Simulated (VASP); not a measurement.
# Sr7Ti8CdO23 (a cell with a defect) in VASP: single point with r2SCAN

Aim: the single point of Sr7Ti8CdO23 (a cell with a defect) with r2SCAN.

Everything below comes from runs of VASP 6.6.1. Logs are shortened: lines on timing, memory, paths and dates and some standing lists are left out, and cuts for length are marked.

### Step 1. The cell of the first run

The cell holds a defect, 39 atoms: a = 7.783 Å, b = 7.783 Å, c = 7.783 Å, α = 90.00°, β = 90.00°, γ = 90.00°.

### Step 2. Single point, r2SCAN, collinear spin

POSCAR reads:

```
Sr7Ti8CdO23
1.0
    7.7828210000      0.0000000000      0.0000000000
    0.0000000000      7.7828210000      0.0000000000
    0.0000000000      0.0000000000      7.7828210000
Sr Cd Ti O
7 1 8 23
Direct
    0.9953330000      0.9943140000      0.9959530000
    0.9878330000      0.9946280000      0.4986720000
    0.9932240000      0.5099730000      0.0006620000
    0.9843630000      0.5110150000      0.5039910000
    0.5089660000      0.9945830000      0.0009850000
    0.5104930000      0.9836180000      0.5002710000
    0.5048280000      0.5113330000      0.0012290000
    0.4927780000      0.5007450000      0.4929290000
    0.2788870000      0.2757270000      0.2822530000
    0.2529340000      0.2439440000      0.7279840000
    0.2488190000      0.7702430000      0.2456470000
    0.2476800000      0.7458600000      0.7541700000
    0.7675110000      0.2511130000      0.2478000000
    0.7469100000      0.2507130000      0.7529480000
    0.7478480000      0.7482920000      0.2503770000
    0.7460190000      0.7480800000      0.7495390000
    0.2427810000      0.1808330000      0.5067890000
    0.2435580000      0.7467020000      0.9993270000
    0.2449870000      0.7734390000      0.5023030000
    0.7692320000      0.2378540000      0.0008740000
    0.7525910000      0.2542500000      0.5030310000
    0.7514160000      0.7584840000      0.9995690000
    0.7462790000      0.7388440000      0.4993480000
    0.0070160000      0.2527100000      0.2566120000
    0.0085740000      0.2468320000      0.7595310000
    0.9988440000      0.7510700000      0.2540000000
    0.9974010000      0.7573270000      0.7458280000
    0.4951000000      0.2458160000      0.2022190000
    0.4966360000      0.2516060000      0.7826750000
    0.4979990000      0.7552730000      0.2442060000
    0.4963380000      0.7513860000      0.7525610000
    0.2500630000      0.0065500000      0.2228330000
    0.2537780000      0.0122740000      0.7979660000
    0.2405230000      0.4930640000      0.2085340000
    0.2365690000      0.4962870000      0.7655400000
    0.7486010000      0.0007030000      0.2615050000
    0.7442290000      0.9993990000      0.7395770000
    0.7542470000      0.4994830000      0.2365010000
    0.7576070000      0.4992890000      0.7619490000
```

INCAR.step1 reads:

```
SYSTEM = Sr7Ti8CdO23
PREC = Accurate
ENCUT = 520
ISMEAR = -1
SIGMA = 0.05
LREAL = Auto
LASPH = .True.
NELM = 150
ISPIN = 2
MAGMOM = 0 0 0 0 0 0 0 0.333 0.333 0.333 0 0 0 0 0 0 0 0 0 0 0 0 0 0 0 0 0 0 0 0 0 0 0 0 0 0 0 0 0
LMAXMIX = 4
NELECT = 317.0
ISYM = 0
NBANDS = 187
GGA = PE
ALGO = Normal
EDIFF = 1E-4
LWAVE = .True.
LCHARG = .False.
NCORE = 4
```

INCAR.step2 reads:

```
SYSTEM = Sr7Ti8CdO23
PREC = Accurate
ENCUT = 520
EDIFF = 1E-6
ISMEAR = -1
SIGMA = 0.05
LREAL = Auto
LASPH = .True.
NELM = 150
ALGO = Normal
ISIF = 2
LWAVE = .False.
LCHARG = .True.
ISPIN = 2
MAGMOM = 0 0 0 0 0 0 0 0.333 0.333 0.333 0 0 0 0 0 0 0 0 0 0 0 0 0 0 0 0 0 0 0 0 0 0 0 0 0 0 0 0 0
LORBIT = 11
LMAXMIX = 4
METAGGA = R2SCAN
LMIXTAU = .True.
LELF = .True.
LVHAR = .True.
NELECT = 317.0
ISYM = 0
NBANDS = 187
ISTART = 1
NCORE = 4
```

KPOINTS reads:

```
Automatic mesh
0
Gamma
  1 1 1
  0.25 0.25 0.25
```

Potentials or basis: VASP PAW PBE potentials, release 64 (Sr_sv, Cd, Ti_sv, O).

On the command line:

```console
> cat potpaw_PBE.64/Sr_sv/POTCAR potpaw_PBE.64/Cd/POTCAR potpaw_PBE.64/Ti_sv/POTCAR potpaw_PBE.64/O/POTCAR > POTCAR
> cp INCAR.step1 INCAR
> mpirun -np 4 vasp_std > vasp.out
> cp INCAR.step2 INCAR
> mpirun -np 4 vasp_std > vasp.out
```

OUTCAR:

```text
SYSTEM = Sr7Ti8CdO23
   PREC = Accurate
   ENCUT = 520
   EDIFF = 1E-6
   ISMEAR = -1
   LREAL = Auto
   LASPH = .True.
   NELM = 150
   ISIF = 2
   ISPIN = 2
   LORBIT = 11
   METAGGA = R2SCAN
   NELECT = 317.0
   ISYM = 0
   ISTART = 1

 ion  position               nearest neighbor table
   1  0.995  0.994  0.996-  33 2.54  20 2.59  22 2.64  32 2.66  27 2.68  25 2.69  18 2.73  26 2.76
                            37 2.79  36 2.82  24 2.86  11 3.27  13 3.31  16 3.33  12 3.34  14 3.36
   2  0.988  0.995  0.499-  17 2.46  36 2.62  19 2.64  37 2.67  27 2.67  26 2.69  21 2.73  23 2.74
                            24 2.76  25 2.83  32 2.96  33 3.12  13 3.28  15 3.30  16 3.32  11 3.32
   3  0.993  0.510  0.001-  34 2.52  39 2.61  38 2.61  35 2.64  18 2.68  22 2.70  26 2.72  20 2.74
                            27 2.76  25 2.78  24 2.83  13 3.29  15 3.30  16 3.31  12 3.31  14 3.39
   4  0.984  0.511  0.504-  23 2.56  39 2.67  27 2.69  21 2.69  26 2.70  38 2.75  24 2.79  35 2.83
                            25 2.87  19 2.88  34 3.05  16 3.24  17 3.26  15 3.27  13 3.30  14 3.36
   5  0.509  0.995  0.001-  28 2.51  33 2.54  29 2.63  22 2.63  32 2.66  30 2.66  31 2.71  37 2.74
                            36 2.76  20 2.77  18 2.83  11 3.28  15 3.30  16 3.30  14 3.34  12 3.40
   6  0.510  0.984  0.500-  17 2.59  37 2.61  36 2.63  19 2.64  23 2.65  31 2.67  30 2.67  21 2.83
                            32 2.97  29 3.03  33 3.07  28 3.09  16 3.24  15 3.25  11 3.29  10 3.36
   7  0.505  0.511  0.001-  28 2.59  34 2.62  29 2.64  38 2.67  30 2.68  31 2.69  39 2.71  22 2.72
                            18 2.74  35 2.78  20 2.96  15 3.28  16 3.28  12 3.32   9 3.35  14 3.38
   8  0.493  0.501  0.493-  23 2.71  30 2.77  21 2.79  31 2.81  38 2.85  19 2.87   9 2.92  10 3.29
                            15 3.35   6 3.76   4 3.83   7 3.83   7 3.96   4 3.96   6 4.03
   9  0.279  0.276  0.282-  28 1.81  34 1.81  17 1.92  24 2.13  32 2.16   8 2.92   7 3.35   6 3.36
                             4 3.40   2 3.57   5 3.58   3 3.62   1 3.83
  10  0.253  0.244  0.728-  17 1.79  33 1.88  25 1.92  29 1.94  35 1.99   8 3.29   2 3.35   6 3.36
                             4 3.42   1 3.48   5 3.50   7 3.56   3 3.59
  11  0.249  0.770  0.246-  32 1.85  18 1.93  30 1.94  26 1.95  19 2.00  34 2.18   1 3.27   5 3.28
                             6 3.29   2 3.32   7 3.41   3 3.42   4 3.51
  12  0.248  0.746  0.754-  18 1.91  31 1.94  35 1.95  27 1.95  19 1.97  33 2.10   3 3.31   7 3.32
                             1 3.34   4 3.37   6 3.39   5 3.40   2 3.43
  13  0.768  0.251  0.248-  24 1.87  20 1.92  38 1.94  36 1.96  21 1.99  28 2.15   2 3.28   3 3.29
                             4 3.30   1 3.31   5 3.42   7 3.46   6 3.49
  14  0.747  0.251  0.753-  39 1.94  20 1.94  21 1.95  37 1.96  29 1.96  25 2.04   5 3.34   4 3.36
                             1 3.36   7 3.38   2 3.38   3 3.39   6 3.40
  15  0.748  0.748  0.250-  23 1.94  38 1.94  30 1.95  26 1.95  22 1.95  36 1.97   6 3.25   4 3.27
                             7 3.28   3 3.30   5 3.30   2 3.30   8 3.35   1 3.36
  16  0.746  0.748  0.750-  39 1.94  31 1.94  22 1.95  23 1.95  37 1.96  27 1.96   6 3.24   4 3.24
                             7 3.28   5 3.30   3 3.31   2 3.32   1 3.33
  17  0.243  0.181  0.507-  10 1.79   9 1.92   2 2.46   6 2.59   4 3.26
  18  0.244  0.747  0.999-  12 1.91  11 1.93   3 2.68   1 2.73   7 2.74   5 2.83
  19  0.245  0.773  0.502-  12 1.97  11 2.00   6 2.64   2 2.64   8 2.87   4 2.88
  20  0.769  0.238  0.001-  13 1.92  14 1.94   1 2.59   3 2.74   5 2.77   7 2.96
  21  0.753  0.254  0.503-  14 1.95  13 1.99   4 2.69   2 2.73   8 2.79   6 2.83
  22  0.751  0.758  1.000-  16 1.95  15 1.95   5 2.63   1 2.64   3 2.70   7 2.72
  23  0.746  0.739  0.499-  15 1.94  16 1.95   4 2.56   6 2.65   8 2.71   2 2.74
  24  0.007  0.253  0.257-  13 1.87   9 2.13   2 2.76   4 2.79   3 2.83   1 2.86
  25  0.009  0.247  0.760-  10 1.92  14 2.04   1 2.69   3 2.78   2 2.83   4 2.87
  26  0.999  0.751  0.254-  11 1.95  15 1.95   2 2.69   4 2.70   3 2.72   1 2.76
  27  0.997  0.757  0.746-  12 1.95  16 1.96   2 2.67   1 2.68   4 2.69   3 2.76
  28  0.495  0.246  0.202-   9 1.81  13 2.15   5 2.51   7 2.59   6 3.09
  29  0.497  0.252  0.783-  10 1.94  14 1.96   5 2.63   7 2.64   6 3.03
  30  0.498  0.755  0.244-  11 1.94  15 1.95   5 2.66   6 2.67   7 2.68   8 2.77
  31  0.496  0.751  0.753-  12 1.94  16 1.94   6 2.67   7 2.69   5 2.71   8 2.81
  32  0.250  0.007  0.223-  11 1.85   9 2.16   5 2.66   1 2.66   2 2.96   6 2.97
  33  0.254  0.012  0.798-  10 1.88  12 2.10   1 2.54   5 2.54   6 3.07   2 3.12
  34  0.241  0.493  0.209-   9 1.81  11 2.18   3 2.52   7 2.62   4 3.05
  35  0.237  0.496  0.766-  12 1.95  10 1.99   3 2.64   7 2.78   4 2.83
  36  0.749  0.001  0.262-  13 1.96  15 1.97   2 2.62   6 2.63   5 2.76   1 2.82
  37  0.744  0.999  0.740-  16 1.96  14 1.96   6 2.61   2 2.67   5 2.74   1 2.79
  38  0.754  0.499  0.237-  13 1.94  15 1.94   3 2.61   7 2.67   4 2.75   8 2.85
  39  0.758  0.499  0.762-  14 1.94  16 1.94   3 2.61   4 2.67   7 2.71

IMPORTANT INFORMATION: All symmetrisations will be switched off!
NOSYMM: (Re-)initialisation of all symmetry stuff for point group C_1.

----------------------------------------------------------------------------------------

                                     Primitive cell

  volume of cell :     471.4234

  direct lattice vectors                    reciprocal lattice vectors
     7.782821000  0.000000000  0.000000000     0.128488115  0.000000000  0.000000000
     0.000000000  7.782821000  0.000000000     0.000000000  0.128488115  0.000000000
     0.000000000  0.000000000  7.782821000     0.000000000  0.000000000  0.128488115

  length of vectors
     7.782821000  7.782821000  7.782821000     0.128488115  0.128488115  0.128488115
[... 146 lines left out ...]
   NUPDOWN=      -1.0000    fix difference up-down
   EMIN   =  10.00;   EMAX   =-10.00  energy-range for DOS
   EFERMI =   0.00;   METHOD = LEGACY
   ISMEAR =    -1;   SIGMA  =   0.05  broadening in eV -4-tet -1-fermi 0-gaus
   EFERMI_NEDOS =   21; number of points for ismear=-14 and -15
   IALGO  =     38    algorithm
   IMIX   =      4    mixing-type and parameters
     AMIX     =   0.40;   BMIX     =  1.00
     AMIX_MAG =   1.60;   BMIX_MAG =  1.00
  volume/ion in A,a.u.               =      12.09        81.57
  Fermi-wavevector in a.u.,A,eV,Ry     =   1.434248  2.710335 27.988095  2.057067
  Thomas-Fermi vector in A             =   2.553677
   LORBIT       =     11    0 simple, 1 ext, 2 COOP (PROOUT), +10 PAW based schemes
   METAGGA = R2SCAN    functional components
   LHFCALC =     F    Hartree Fock is set to
   AEXX    =    0.0000 exact exchange contribution
   IVDW    =     0    specifies the selected vdW correction
   LEPSILON=     F    determine dielectric tensor
   LRPA    =     F    only Hartree local field effects (RPA)
 spin polarized calculation
  energy-cutoff  :      520.00
  volume of cell :      471.42
 maximum number of plane-waves:     12704
 NGX is ok and might be reduce to    60
   NGX = 29   NGY = 29   NGZ = 29

 number of electron     317.0000003 magnetization      -0.9673493

 Free energy of the ion-electron system (eV)
  ---------------------------------------------------
  ext. energy  EPLUGINS =         0.00000000
  ---------------------------------------------------
  free energy    TOTEN  =      -487.42850384 eV

  energy without entropy =     -487.33911107  energy(sigma->0) =     -487.38380746

 E-fermi :   6.6430     XC(G=0): -11.9149

 val. band max:        6.6098653465   @ k =   0.2500  -0.2500   0.2500
 cond. band min:       6.6453486635   @ k =   0.2500   0.2500   0.2500
 fundamental gap:      0.0354833170
 Fermi energy:         6.6429722922

 spin component 1

 k-point     1 :       0.2500    0.2500    0.2500
  band No.  band energies     occupation
      1     -54.7765      1.00000
      2     -54.6015      1.00000
      3     -54.5643      1.00000
      4     -54.5476      1.00000
      5     -54.5385      1.00000
      6     -54.3819      1.00000
[... 681 lines left out ...]
    169       7.9275      0.00000
    170       7.9774      0.00000
 Fermi energy:         6.6429722922

 spin component 2

 k-point     1 :       0.2500    0.2500    0.2500
  band No.  band energies     occupation
      1     -54.8390      1.00000
      2     -54.7537      1.00000
      3     -54.7430      1.00000
      4     -54.7391      1.00000
      5     -54.6846      1.00000
      6     -54.6346      1.00000
[... 681 lines left out ...]
    169       7.7630      0.00000
    170       7.7738      0.00000
 [bands above 170 left out]

------------------------ aborting loop because EDIFF is reached ----------------------------------------

  FORCE on cell =-STRESS in cart. coord.  units (eV):
  Direction    XX          YY          ZZ          XY          YZ          ZX
  --------------------------------------------------------------------------------------
  -------------------------------------------------------------------------------------
  Total       22.5745200     21.7450267     25.1234030     -2.8310343     -3.3994468     -2.6242646
  in kB       76.7216581     73.9025461     85.3842801     -9.6215398    -11.5533440     -8.9188135
  external PRESSURE =      78.6694948 kB  Pullay stress =       0.0000000 kB

 VOLUME and BASIS-vectors are now :
 -----------------------------------------------------------------------------
  energy-cutoff  :      520.00
  volume of cell :      471.42
      direct lattice vectors                 reciprocal lattice vectors
     7.782821000  0.000000000  0.000000000     0.128488115  0.000000000  0.000000000
     0.000000000  7.782821000  0.000000000     0.000000000  0.128488115  0.000000000
     0.000000000  0.000000000  7.782821000     0.000000000  0.000000000  0.128488115

 POSITION                                       TOTAL-FORCE (eV/Angst)
 -----------------------------------------------------------------------------------
      7.74650      7.73857      7.75132         0.024544      0.064793      0.120329
      7.68813      7.74101      3.88107         0.005430     -0.026523     -0.002057
      7.73008      3.96903      0.00515        -0.006779     -0.052859     -0.048064
      7.66112      3.97714      3.92247         0.060581     -0.051460     -0.030035
      3.96119      7.74066      0.00767         0.008840      0.016986     -0.065592
      3.97308      7.65532      3.89352        -0.018117      0.025916      0.005337
[... 31 lines left out ...]
      5.87017      3.88739      1.84064        -0.036670     -0.018858      0.039679
      5.89632      3.88588      5.93011        -0.074982      0.022263     -0.016169
 -----------------------------------------------------------------------------------
    total drift:                                0.045346      0.047864      0.026550

  FREE ENERGIE OF THE ION-ELECTRON SYSTEM (eV)
  ---------------------------------------------------
  free  energy   TOTEN  =      -487.4285038443 eV

  energy  without entropy=     -487.3391110659  energy(sigma->0) =     -487.38380746

 total charge

# of ion       s       p       d       tot
------------------------------------------
    1        2.003   5.896   0.218   8.116
    2        2.004   5.899   0.224   8.126
    3        2.004   5.899   0.222   8.125
    4        2.001   5.884   0.203   8.088
    5        2.005   5.903   0.229   8.137
    6        2.002   5.892   0.213   8.107
[... 31 lines left out ...]
   38        1.571   3.534   0.000   5.106
   39        1.571   3.535   0.000   5.106
--------------------------------------------------
tot         68.582 172.956  25.387 266.925

 magnetization (x)

# of ion       s       p       d       tot
------------------------------------------
    1       -0.000  -0.000  -0.002  -0.002
    2       -0.000  -0.000  -0.001  -0.001
    3       -0.000   0.000  -0.001  -0.001
    4       -0.000  -0.000  -0.002  -0.002
    5       -0.000   0.000  -0.001  -0.001
    6       -0.000  -0.000  -0.002  -0.002
[... 31 lines left out ...]
   38        0.000   0.006   0.000   0.006
   39        0.000   0.007   0.000   0.007
--------------------------------------------------
tot         -0.003   0.098  -0.928  -0.834
```

Run time: 23 min. Hardware: 4 MPI ranks of Intel Xeon Platinum 8375C at 2.90GHz (Ice Lake), shared host; peak memory 0.37 GiB.

Results:

- Free energy: -487.4285 eV
- Largest force: 0.241 eV/Å
- Net moment: -0.97 μB per cell
- Site moments: Sr -0.00; Cd +0.00; Ti -0.01, -0.04, -0.11, -0.14, -0.10, -0.19, -0.21 (each value once); O +0.00, +0.01 (each value once) μB
- Valence electrons inside the program's atomic spheres: Sr 8.12, 8.13, 8.09, 8.14, 8.11 (each value once); Cd 10.30; Ti 10.40, 10.29, 10.26, 10.28, 10.32, 10.33 (each value once); O 5.15, 5.12, 5.08, 5.11, 5.07, 5.09, 5.10 (each value once)

Forces in eV/Å, atoms in the order of the input:
```
Sr   0.025  0.065  0.120
Sr   0.005 -0.027 -0.002
Sr  -0.007 -0.053 -0.048
Sr   0.061 -0.051 -0.030
Sr   0.009  0.017 -0.066
Sr  -0.018  0.026  0.005
Sr  -0.013 -0.054 -0.063
Cd   0.046  0.024 -0.035
Ti   0.009  0.110  0.125
Ti   0.070  0.089  0.050
Ti  -0.006 -0.220  0.100
Ti   0.005  0.113 -0.062
Ti  -0.192  0.020  0.029
Ti   0.062 -0.003 -0.034
Ti  -0.021 -0.042 -0.038
Ti   0.020  0.014 -0.027
O   -0.052 -0.080  0.079
O    0.010  0.012 -0.026
O    0.026 -0.071 -0.002
O   -0.011  0.001 -0.033
O   -0.070  0.038 -0.035
O    0.004  0.001  0.028
O   -0.048 -0.017  0.054
O    0.004 -0.004 -0.004
O   -0.044  0.035  0.039
O    0.000  0.035  0.015
O    0.070  0.011  0.032
O    0.229 -0.020 -0.005
O   -0.126  0.033 -0.042
O   -0.034 -0.035  0.029
O    0.018 -0.091 -0.009
O   -0.002 -0.003 -0.049
O    0.012 -0.057 -0.023
O   -0.027  0.217 -0.079
O    0.055 -0.090 -0.031
O    0.031 -0.016 -0.021
O    0.012  0.071  0.034
O   -0.037 -0.019  0.040
O   -0.075  0.022 -0.016
```

Caveat: the cell carries a net charge on a neutralising background, which shifts energy and pressure; the cell is charged against a uniform background, so pressure and absolute levels hang on convention; the PAW data sets were made with another functional, which shifts forces and pressure a little.
